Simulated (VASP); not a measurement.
**Au: vibrations by perturbation theory with PBE**

Au:

```
Au
1.0
     2.91587    0.00000    0.00000
    -1.45793    2.52522    0.00000
     0.00000    0.00000    4.89139
Au
2
Direct
  0.33333 0.66667 0.75000
  0.66667 0.33333 0.25000
```

| Property | Result |
| --- | --- |
| Program | VASP 6.6.1 |
| Task | vibrations by perturbation theory |
| Functional | PBE |
| Potentials or basis | VASP PAW PBE potentials, release 64 (Au) |
| Cutoff | 520 eV |
| k mesh | 18 × 18 × 10 |
| Occupations | fermi-dirac, width 0.15 eV |
| Spin | no spin polarisation |
| Dipole correction | no |
| Further INCAR settings | ALGO = Normal; EDIFF = 1e-08; NBANDS = 18; IBRION = 8; NSW = 1 |

The highest phonon frequency at Γ is 130 cm⁻¹.

Phonon frequencies in cm⁻¹ (negative: imaginary):
| q point | frequencies |
| --- | --- |
| (0.000, 0.000, 0.000) | 0 0 0 35 35 130 |

It took 22 min on 1 thread of Intel Xeon 8259CL (shared host), peak memory 1.2 GiB.
